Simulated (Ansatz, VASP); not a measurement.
**Ga: VASP beside Ansatz**

```
Ga
1.0
     1.38902   -4.04325   -0.03923
     1.51097    4.08675    0.08273
     0.04755    0.04755    3.17000
Ga
2
Direct
  0.86700 0.13300 0.25000
  0.13300 0.86700 0.75000
```

Change from the starting cell: equal xy, yz and zx shear strains of +3 %, crystal datasets.

Alike in both runs: task electric field gradients; functional PBE; k mesh 12 × 12 × 10; occupations fermi-dirac, width 0.08 eV; no spin polarisation.

|  | VASP | Ansatz |
| --- | --- | --- |
| version | VASP 6.6.1 | Ansatz 0.2.0 |
| potentials or method | VASP PAW PBE potentials, release 64 (Ga_d), cutoff 520 eV | all-electron PAW with datasets made for the crystal, scalar-relativistic |

Ansatz gave:

```
pressure (GPa)                                                : 1.8
traceless stress, the component that is largest in VASP (GPa) : -2.30
rms of the force components (eV/Å)                            : 0.112
size of Vzz on the site where it differs most (V/Å²)          : 28.9
```

What did VASP give for the same quantities?

Pressure (GPa): 1.9; traceless stress, the component that is largest in VASP (GPa): -2.32; rms of the force components (eV/Å): 0.113; size of Vzz on the site where it differs most (V/Å²): 27.2.

Atom by atom the forces differ by 0.001 eV/Å (rms over components). Ansatz ran all-electron here, and VASP with PAW potentials.
